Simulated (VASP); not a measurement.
Crystal: Sn.

```
CELL_PARAMETERS angstrom
0.00000 3.20068 3.20068
3.20068 0.00000 3.20068
3.20068 3.20068 0.00000
ATOMIC_POSITIONS crystal
Sn 0.00000 0.00000 0.00000
Sn 0.25000 0.25000 0.25000
```

```yaml
Program: VASP 6.6.1
Task: relaxation of cell and atoms
Functional: PBEsol
Potentials_or_basis: VASP PAW PBE potentials, release 64 (Sn_d)
Cutoff: 600 eV
k_mesh: 9 × 9 × 9
Occupations: fermi-dirac, width 0.05 eV
Spin: no spin polarisation
```

At the start: pressure 3.1 GPa; volume 32.79 Å³/atom.

Task: Where does the relaxation end?

Result: Over 3 steps the energy falls by 19.5 meV/atom and the volume is 34.94 Å³/atom (+6.6 %); space group Fd-3m (No. 227, to 0.05 Å).

Step by step:
| step | energy change (eV) | largest force (eV/Å) | pressure (GPa) | volume (Å³) |
| --- | --- | --- | --- | --- |
| 1 | 0.0000 | 0.0000 | 3.10 | 65.58 |
| 2 | -0.0327 | 0.0000 | -1.02 | 71.78 |
| 3 | -0.0390 | 0.0000 | 0.00 | 69.88 |

Final structure:
```
Sn
1.0
     0.00000    3.26914    3.26914
     3.26914    0.00000    3.26914
     3.26914    3.26914    0.00000
Sn
2
Direct
  0.00000 0.00000 0.00000
  0.25000 0.25000 0.25000
```

Caveat: the PAW data sets were made with another functional, which shifts forces and pressure a little.
